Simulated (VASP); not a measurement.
# Ge in VASP: settings compared, part 2 of 2

VASP 6.6.1.

## Step 5: Single point, PBEsol

This run uses another cell than the first one, of 18.36 Å³/atom.

The input, INCAR:

```
PREC = Accurate ; ENCUT = 520
EDIFF = 1E-7 ; ISMEAR = -1
SIGMA = 0.05 ; LREAL = False
LASPH = True ; NELM = 60
ALGO = Normal ; ISIF = 2
LWAVE = False ; LCHARG = False
GGA = PS ; NBANDS = 21
```

The input, KPOINTS:

```
regular mesh
0
Gamma
  10 10 6
```

The input, POSCAR:

```
Ge
1.0
    1.4258070205     -2.4678339406      0.0000000000
    1.4258070205      2.4678339406      0.0000000000
    0.0000000000      0.0000000000      5.2192476530
Ge
2
Direct
    0.5001465867      0.4998534133      0.2500000000
    0.4998534133      0.5001465867      0.7500000000
```

Potentials or basis: VASP PAW PBE potentials, release 64 (Ge_d).

Launch:

```bash
$ cat potpaw_PBE.64/Ge_d/POTCAR > POTCAR
$ mpirun -np 1 vasp_std > vasp.out
```

OUTCAR:

```text
PREC = Accurate
   ENCUT = 520
   EDIFF = 1E-7
   ISMEAR = -1
   LREAL = False
   LASPH = True
   NELM = 60
   ISIF = 2
   GGA = PS

 ion  position               nearest neighbor table
   1  0.500  0.500  0.250-   2 2.61   2 2.61
   2  0.500  0.500  0.750-   1 2.61   1 2.61

  LATTYP: Found a base centered orthorhombic cell.
 ALAT       =     2.8516140410
 B/A-ratio  =     1.7308330687
 C/A-ratio  =     1.8302784241

  Lattice vectors:

 A1 = (   1.4258070205,  -2.4678339406,   0.0000000000)
 A2 = (   1.4258070205,   2.4678339406,   0.0000000000)
 A3 = (   0.0000000000,   0.0000000000,   5.2192476530)

Analysis of symmetry for initial positions (statically):
=====================================================================
 Subroutine PRICEL returns:
 Original cell was already a primitive cell.

 Routine SETGRP: Setting up the symmetry group for a
 base centered orthorhombic supercell.

 Subroutine GETGRP returns: Found  8 space group operations
 (whereof  4 operations were pure point group operations)
 out of a pool of  8 trial point group operations.

The static configuration has the point symmetry C_2h.
 The point group associated with its full space group is D_2h.

Analysis of symmetry for dynamics (positions and initial velocities):
=====================================================================
 Subroutine PRICEL returns:
 Original cell was already a primitive cell.

 Routine SETGRP: Setting up the symmetry group for a
 base centered orthorhombic supercell.

 Subroutine GETGRP returns: Found  8 space group operations
 (whereof  4 operations were pure point group operations)
 out of a pool of  8 trial point group operations.

[... 111 lines left out ...]
   PSTRESS=    0.0 pullay stress
   NELECT =      28.0000    total number of electrons
   NUPDOWN=      -1.0000    fix difference up-down
   EMIN   =  10.00;   EMAX   =-10.00  energy-range for DOS
   EFERMI =   0.00;   METHOD = LEGACY
   ISMEAR =    -1;   SIGMA  =   0.05  broadening in eV -4-tet -1-fermi 0-gaus
   EFERMI_NEDOS =   21; number of points for ismear=-14 and -15
   IALGO  =     38    algorithm
   IMIX   =      4    mixing-type and parameters
     AMIX     =   0.40;   BMIX     =  1.00
     AMIX_MAG =   1.60;   BMIX_MAG =  1.00
  volume/ion in A,a.u.               =      18.36       123.93
  Fermi-wavevector in a.u.,A,eV,Ry     =   1.495510  2.826104 30.430111  2.236550
  Thomas-Fermi vector in A             =   2.607646
   LORBIT       =      0    0 simple, 1 ext, 2 COOP (PROOUT), +10 PAW based schemes
   GGA     = PS    functional components
   LHFCALC =     F    Hartree Fock is set to
   AEXX    =    0.0000 exact exchange contribution
   IVDW    =     0    specifies the selected vdW correction
   LEPSILON=     F    determine dielectric tensor
   LRPA    =     F    only Hartree local field effects (RPA)
 non-spin polarized calculation
  energy-cutoff  :      520.00
  volume of cell :       36.73
 maximum number of plane-waves:      1004
 NGX is ok and might be reduce to    24
   NGX = 11   NGY = 11   NGZ = 19

 number of electron      28.0000030 magnetization

 Free energy of the ion-electron system (eV)
  ---------------------------------------------------
  ext. energy  EPLUGINS =         0.00000000
  ---------------------------------------------------
  free energy    TOTEN  =        -9.49352077 eV

  energy without entropy =       -9.48819465  energy(sigma->0) =       -9.49085771

 E-fermi :   6.8032     XC(G=0): -11.5190

 val. band max:        6.7946404404   @ k =  -0.3000   0.3000   0.5000
 cond. band min:       6.9236499990   @ k =   0.5000   0.3000   0.3333
 fundamental gap:      0.1290095587
 Fermi energy:         6.8032363596

 k-point     1 :       0.0000    0.0000    0.0000
  band No.  band energies     occupation
      1     -17.9506      2.00000
      2     -17.8298      2.00000
      3     -17.8293      2.00000
      4     -17.8162      2.00000
      5     -17.8157      2.00000
      6     -17.7586      2.00000
[... 565 lines left out ...]
     20      18.8062      0.00000
     21      23.9280      0.00000

 [... further k-points ...]

------------------------ aborting loop because EDIFF is reached ----------------------------------------

  FORCE on cell =-STRESS in cart. coord.  units (eV):
  Direction    XX          YY          ZZ          XY          YZ          ZX
  --------------------------------------------------------------------------------------
  -------------------------------------------------------------------------------------
  Total       -0.0305326     -0.0221853     -0.0288101      0.0000000     -0.0000000      0.0000000
  in kB       -1.3318630     -0.9677440     -1.2567264      0.0000000     -0.0000000      0.0000000
  external PRESSURE =      -1.1854445 kB  Pullay stress =       0.0000000 kB

 VOLUME and BASIS-vectors are now :
 -----------------------------------------------------------------------------
  energy-cutoff  :      520.00
  volume of cell :       36.73
      direct lattice vectors                 reciprocal lattice vectors
     1.425807020 -2.467833941  0.000000000     0.350678593 -0.202606825  0.000000000
     1.425807020  2.467833941  0.000000000     0.350678593  0.202606825  0.000000000
     0.000000000  0.000000000  5.219247653     0.000000000  0.000000000  0.191598496

 POSITION                                       TOTAL-FORCE (eV/Angst)
 -----------------------------------------------------------------------------------
      1.42581     -0.00072      1.30481         0.000000      0.000263     -0.000000
      1.42581      0.00072      3.91444         0.000000     -0.000263      0.000000
 -----------------------------------------------------------------------------------
    total drift:                               -0.000000     -0.000000     -0.000000

  FREE ENERGIE OF THE ION-ELECTRON SYSTEM (eV)
  ---------------------------------------------------
  free  energy   TOTEN  =        -9.4935207741 eV

  energy  without entropy=       -9.4881946496  energy(sigma->0) =       -9.49085771
```

stdout:

```text
POSCAR found type information on POSCAR Ge
 POSCAR found :  1 types and       2 ions
 scaLAPACK will be used
 -----------------------------------------------------------------------------
|                                                                             |
|                                                                             |
|     You enforced a specific xc type in the INCAR file but a different       |
|     I HOPE YOU KNOW WHAT YOU ARE DOING!                                     |
|                                                                             |
 -----------------------------------------------------------------------------

 LDA part: xc-table for (Slater+PW92), standard interpolation
 POSCAR, INCAR and KPOINTS ok, starting setup
 FFT: planning ... GRIDC
 FFT: planning ... GRID_SOFT
 FFT: planning ... GRID
 WAVECAR not read
 entering main loop
```

Run time: 35 s. Hardware: 1 thread of AMD EPYC 9R45 (Zen 5), shared host; peak memory 0.18 GiB.

Results:

| Property | Result |
| --- | --- |
| Free energy | -9.4935 eV |
| Pressure | -0.1 GPa |
| Band gap on the k mesh | zero (bands 14 and 15 overlap by 9.59 eV) |

Levels at points of the mesh, in eV from the Fermi level:
| k point | band 10 | band 11 | band 12 | band 13 | band 14 | band 15 | band 16 | band 17 | band 18 | band 19 |
| --- | --- | --- | --- | --- | --- | --- | --- | --- | --- | --- |
| (0.00, 0.00, 0.00) | -24.47 | -13.43 | -9.13 | -6.13 | 7.47 | 8.15 | 8.17 | 10.75 | 11.44 | 11.45 |
| (0.50, 0.00, 0.00) | -24.38 | -8.40 | -5.81 | -3.67 | -2.34 | -2.12 | 3.34 | 3.97 | 7.27 | 8.00 |
| (0.50, 0.50, 0.00) | -24.38 | -8.39 | -5.81 | -3.66 | -2.34 | -2.11 | 3.35 | 3.96 | 7.25 | 7.98 |
| (0.00, 0.00, 0.50) | -24.52 | -12.10 | -12.10 | -0.40 | -0.40 | 9.42 | 9.42 | 9.43 | 9.43 | 14.85 |
| (0.50, 0.00, 0.50) | -24.50 | -7.08 | -7.08 | -4.54 | -4.54 | 4.02 | 4.02 | 5.23 | 5.23 | 8.17 |
| (0.50, 0.50, 0.50) | -24.49 | -7.07 | -7.07 | -4.54 | -4.54 | 4.02 | 4.02 | 5.21 | 5.21 | 8.17 |

Caveat: the PAW data sets were made with another functional, which shifts forces and pressure a little.

## Step 6: Single point, revPBE+D3(BJ)

This run uses another cell than the first one, of 18.15 Å³/atom.

The input, INCAR:

```
SYSTEM = Ge
PREC = Accurate ; ENCUT = 520
EDIFF = 1E-6 ; ISMEAR = -1
SIGMA = 0.05 ; LREAL = .FALSE.
LASPH = .TRUE. ; NELM = 60
ALGO = Normal ; ISIF = 2
LWAVE = .FALSE. ; LCHARG = .FALSE.
GGA = RE ; IVDW = 12
NBANDS = 21
```

The input, KPOINTS:

```
regular mesh
0
G
  10 10 6
  0 0 0
```

The input, POSCAR:

```
Ge
1.0
    1.4193598746     -2.4577064084      0.0000000000
    1.4193598746      2.4577064084      0.0000000000
    0.0000000000      0.0000000000      5.2041941803
Ge
2
Direct
    0.4997451522      0.5002548478      0.2500000000
    0.5002548478      0.4997451522      0.7500000000
```

Potentials or basis: VASP PAW PBE potentials, release 64 (Ge_d).

Launch:

```bash
$ cat potpaw_PBE.64/Ge_d/POTCAR > POTCAR
$ mpirun -np 1 vasp_std > vasp.out
```

It took 22 s on 1 thread of Intel Xeon 6975P-C (Granite Rapids), shared host; peak memory 0.21 GiB.

The run converged. Its results:

- Free energy: -9.2636 eV
- Pressure: -0.2 GPa
- Band gap on the k mesh: zero (bands 14 and 15 overlap by 9.68 eV)
- Dispersion energy per atom: -0.701 eV

Stress tensor (GPa, compression positive):
```
-0.15  0.00  0.00
 0.00 -0.13  0.00
 0.00  0.00 -0.23
```

Levels at points of the mesh, in eV from the Fermi level:
```tsv
k point	band 11	band 12	band 13	band 14	band 15	band 16	band 17	band 18
(0.00, 0.00, 0.00)	-13.53	-9.18	-6.22	7.53	8.32	8.32	10.69	11.67
(0.50, 0.00, 0.00)	-8.40	-5.89	-3.59	-2.40	-2.15	3.32	4.04	7.39
(0.50, 0.50, 0.00)	-8.40	-5.89	-3.59	-2.40	-2.15	3.32	4.03	7.38
(0.00, 0.00, 0.50)	-12.18	-12.18	-0.43	-0.43	9.60	9.60	9.61	9.61
(0.50, 0.00, 0.50)	-7.07	-7.07	-4.61	-4.61	4.06	4.06	5.31	5.31
(0.50, 0.50, 0.50)	-7.07	-7.07	-4.61	-4.61	4.07	4.07	5.30	5.30
```

Caveat: the PAW data sets were made with another functional, which shifts forces and pressure a little.

## Step 7: Overview

```csv
level,cell,gap on the mesh (eV),pressure (GPa)
PBEsol,"a = 2.693, b = 2.693, c = 4.923 Å, angles 90.0, 90.0, 120.0°, 2 atoms",none,19.8
PBEsol,"a = 2.743, b = 2.743, c = 5.050 Å, angles 90.0, 90.0, 119.0°, 2 atoms",none,9.9
PBEsol,"a = 2.798, b = 2.798, c = 5.129 Å, angles 90.0, 90.0, 120.0°, 2 atoms",none,4.9
PBEsol,"a = 2.850, b = 2.850, c = 5.219 Å, angles 90.0, 90.0, 120.0°, 2 atoms",none,-0.1
revPBE+D3(BJ),"a = 2.838, b = 2.838, c = 5.204 Å, angles 90.0, 90.0, 120.0°, 2 atoms",none,-0.2
```

Alike in all rows: task single point; potentials or basis VASP PAW PBE potentials, release 64 (Ge_d); no spin polarisation; k mesh 10 × 10 × 6; cutoff (eV) 520; smearing fermi-dirac 0.05 eV.

Caveats: the PAW data sets were made with another functional, which shifts forces and pressure a little; the cell stands under pressure (at least some runs).

Absolute energies hang on the potentials; compare differences alone.
